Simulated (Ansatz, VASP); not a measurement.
**TaN in VASP and in Ansatz**

```
Ta N
1.0
     0.00000    2.22003    2.22003
     2.22003    0.00000    2.22003
     2.22003    2.22003    0.00000
Ta N
1 1
Direct
  0.50000 0.50000 0.50000
  0.00000 0.00000 0.00000
```

Alike in both runs: task single point; functional r2SCAN; k mesh 16 × 16 × 16; occupations gaussian, width 0.1 eV; no spin polarisation.

|  | VASP | Ansatz |
| --- | --- | --- |
| version | VASP 6.6.1 | Ansatz 0.2.0 |
| potentials or method | VASP PAW PBE potentials, release 64 (Ta_sv_GW, N), cutoff 660 eV | scalar-relativistic, plane waves, PAW |
| valence electrons in the cell | 18 | 18 |

VASP gave:

* gap on the k mesh at the Fermi level (eV): none
* pressure (GPa): -9.8

Question: Which values does Ansatz return?

Answer: gap on the k mesh at the Fermi level (eV): none; pressure (GPa): -9.7.

VASP's potentials were made for PBE, not for r2SCAN. A gap of «none» marks a metal or a gap that the smearing closes.

Spin-orbit coupling is off throughout.
